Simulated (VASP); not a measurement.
P: single point with PBEsol

P:

```
P
1.0
    -1.37492    1.37492    1.37492
     1.37492   -1.37492    1.37492
     1.37492    1.37492   -1.37492
P
1
Direct
  0.00000 0.00000 0.00000
```

This isn't the form of P at room conditions, which is orthorhombic.

```yaml
Program: VASP 6.6.1
Task: single point
Functional: PBEsol
Potentials_or_basis: VASP PAW PBE potentials, release 64 (P)
Cutoff: 500 eV
k_mesh: 17 × 17 × 17
Occupations: fermi-dirac, width 0.05 eV
Spin: no spin polarisation
Dipole_correction: no
Further_INCAR_settings: ALGO = Normal; EDIFF = 1e-06; NBANDS = 8
```

* Pressure: 52.1 GPa
* Band gap on the k mesh: zero (an odd number of electrons rules out a gap without spin polarisation)

Levels at points of the mesh, in eV from the Fermi level:
| k point | band 1 | band 2 | band 3 | band 4 | band 5 | band 6 | band 7 | band 8 |
| --- | --- | --- | --- | --- | --- | --- | --- | --- |
| (0.00, 0.00, 0.00) | -20.23 | 10.83 | 10.83 | 10.83 | 12.93 | 12.93 | 12.93 | 17.72 |

Run time: 5.9 s on 1 thread of Intel(R) Xeon(R) Platinum 8375C CPU @ 2.90GHz (Ice Lake), on a shared host, peak memory 0.12 GiB.

Caveat: the cell stands under pressure; the PAW data sets were made with another functional, which shifts forces and pressure a little.
